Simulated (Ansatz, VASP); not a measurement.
## Cd2H: VASP beside Ansatz

```xyz
6
Lattice="0.0000 4.0676 4.0676 4.0676 0.0000 4.0676 4.0676 4.0676 0.0000" Properties=species:S:1:pos:R:3 pbc="T T T"
Cd    1.0169    1.0169    1.0169
Cd    1.0169    3.0507    3.0507
Cd    3.0507    3.0507    1.0169
Cd    3.0507    1.0169    3.0507
H     4.0676    4.0676    4.0676
H     6.1014    6.1014    6.1014
```

Alike in both runs: functional PBE; k mesh 8 × 8 × 8; occupations gaussian, width 0.1 eV; no spin polarisation.

Ansatz relaxed the structure, and its values are those at the end. VASP's run is a single point on that final structure, the one shown.

|  | VASP | Ansatz |
| --- | --- | --- |
| version | VASP 6.6.1 | Ansatz 0.2.0 |
| potentials or method | VASP PAW PBE potentials, release 64 (Cd, H), cutoff 520 eV | scalar-relativistic, plane waves, PAW |
| valence electrons in the cell | 50 | 82 |

|  | VASP | Ansatz | Ansatz less VASP |
| --- | --- | --- | --- |
| gap on the k mesh at the Fermi level (eV) | none | none | - |
| pressure (GPa) | 0.2 | 0.0 | -0.23 |

A gap of «none» marks a metal or a gap that the smearing closes. VASP's potentials hold 50 valence electrons a cell and Ansatz's 82, so a difference there can come from the potentials and not from the codes.
